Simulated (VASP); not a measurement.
## MgTl: electric field gradients with LDA

Crystal: MgTl.

```
CELL_PARAMETERS angstrom
3.58587 0.00000 0.00000
0.00000 3.58587 0.00000
0.00000 0.00000 3.58587
ATOMIC_POSITIONS crystal
Mg 0.00000 0.00000 0.00000
Tl 0.50000 0.50000 0.50000
```

This cell differs from its parent crystal: volume scaled by 0.96.

| Item | Value |
| --- | --- |
| Program | VASP 6.6.1 |
| Task | electric field gradients |
| Functional | LDA |
| Potentials or basis | VASP PAW LDA potentials, release 64 (Mg, Tl_d) |
| Cutoff | 520 eV |
| k mesh | 9 × 9 × 9 |
| Occupations | fermi-dirac, width 0.05 eV |
| Spin | no spin polarisation |
| Dipole correction | no |
| Further INCAR settings | ALGO = Normal; EDIFF = 1e-08; NBANDS = 14 |

| Property | Result |
| --- | --- |
| Pressure | -1.1 GPa |

Levels at points of the mesh, in eV from the Fermi level:
| k point | band 4 | band 5 | band 6 | band 7 | band 8 | band 9 | band 10 | band 11 |
| --- | --- | --- | --- | --- | --- | --- | --- | --- |
| (0.00, 0.00, 0.00) | -11.53 | -11.53 | -9.92 | 2.38 | 2.38 | 2.38 | 3.63 | 5.37 |

Run time: 24 s on 1 thread of Intel(R) Xeon(R) Platinum 8259CL CPU @ 2.50GHz (Skylake/Cascade Lake), on a shared host, peak memory 0.15 GiB.

Caveat: without QUAD_EFG the Cq values of the log hold for a quadrupole moment of 1 mb, not for the nuclei; spin-orbit coupling is left out, which moves the levels of the heavy elements.
